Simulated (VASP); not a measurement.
Be16H (a cell with a defect), 17 atoms in the cell. The cell holds a defect, 17 atoms: a = 4.580 Å, b = 3.966 Å, c = 7.177 Å, α = 90.00°, β = 90.00°, γ = 90.00°. 

- Program: VASP 6.6.1
- Task: single point
- Functional: PBE
- Potentials or basis: VASP PAW PBE potentials, release 64 (Be, H)
- Cutoff: 520 eV
- k mesh: 4 × 4 × 3
- Occupations: fermi-dirac, width 0.05 eV
- Spin: no spin polarisation
- Dipole correction: no
- Further INCAR settings: LREAL = Auto; ALGO = Normal; EDIFF = 1e-06; NBANDS = 30

Potentials or basis: VASP PAW PBE potentials, release 64 (Be, H).

Launch:

```sh
$ cat potpaw_PBE.64/Be/POTCAR potpaw_PBE.64/H/POTCAR > POTCAR
$ mpirun -np 1 vasp_std > vasp.out
```

Hardware: 1 thread of Intel Xeon 8259CL, on a shared host.

Question: How long does it take, and how much memory?

Answer: It took 4.1 min on 1 thread of Intel Xeon 8259CL, on a shared host, peak memory 0.26 GiB. Counts: scf iterations 13, k points 26.
